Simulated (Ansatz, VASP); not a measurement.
# AlP: VASP beside Ansatz

```
Al P
1.0
     0.00000    2.73510    2.73510
     2.73510    0.00000    2.73510
     2.73510    2.73510    0.00000
Al P
1 1
Direct
  0.00000 0.00000 0.00000
  0.25000 0.25000 0.25000
```

Alike in both runs: functional PBEsol; k mesh 8 × 8 × 8; occupations fermi-dirac, width 0.02 eV; no spin polarisation.

Ansatz relaxed the structure, and its values are those at the end. VASP's run is a single point on that final structure, the one shown.

|  | VASP | Ansatz |
| --- | --- | --- |
| version | VASP 6.6.1 | Ansatz 0.2.0 |
| potentials or method | VASP PAW PBE potentials, release 64 (Al, P), cutoff 500 eV | PAW plane waves |
| valence electrons in the cell | 8 | 8 |

|  | VASP | Ansatz | Ansatz less VASP |
| --- | --- | --- | --- |
| gap on the k mesh at the Fermi level (eV) | 1.45 | 1.45 | +0.002 |
| pressure (GPa) | 0.0 | 0.0 | -0.04 |

VASP's potentials were made for PBE, not for PBEsol, and Ansatz warns of the same on its side. With one functional, cell and mesh, what is left measures potentials, basis and numerics.
